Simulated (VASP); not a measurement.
Input of a VASP 6.6.1 run:

Contents of INCAR:

```
SYSTEM = Si2Ni
PREC = Accurate
ENCUT = 520
EDIFF = 1E-6
ISMEAR = -1
SIGMA = 0.05
LREAL = .False.
LASPH = .True.
NELM = 150
ALGO = Normal
ISIF = 2
LWAVE = .False.
LCHARG = .True.
ISPIN = 2
MAGMOM = 1 0 0
LORBIT = 11
LMAXMIX = 4
GGA = PS
LELF = .True.
LVHAR = .True.
NBANDS = 20
```

File KPOINTS:

```
Automatic mesh
0
Gamma
  9 9 9
  0 0 0
```

Contents of POSCAR:

```
Si2Ni
1.0
    0.0000000000      2.6058585235      2.6058585235
    2.6058585235      0.0000000000      2.6058585235
    2.6058585235      2.6058585235      0.0000000000
Ni Si
1 2
Direct
    0.0000000000      0.0000000000      0.0000000000
    0.7500000000      0.7500000000      0.7500000000
    0.2500000000      0.2500000000      0.2500000000
```

Potentials or basis: VASP PAW PBE potentials, release 64 (Ni, Si).

Launch:

```sh
$ cat potpaw_PBE.64/Ni/POTCAR potpaw_PBE.64/Si/POTCAR > POTCAR
$ mpirun -np 1 vasp_std > vasp.out
```

(1) Estimate the band gap on the k mesh.

(2) Estimate the pressure.

(3) What does it give for the net moment?

## Answers

(1) zero (filled and empty bands overlap).

(2) 20.1 GPa.

(3) 0.00 μB per cell.

Caveat: the PAW data sets were made with another functional, which shifts forces and pressure a little.
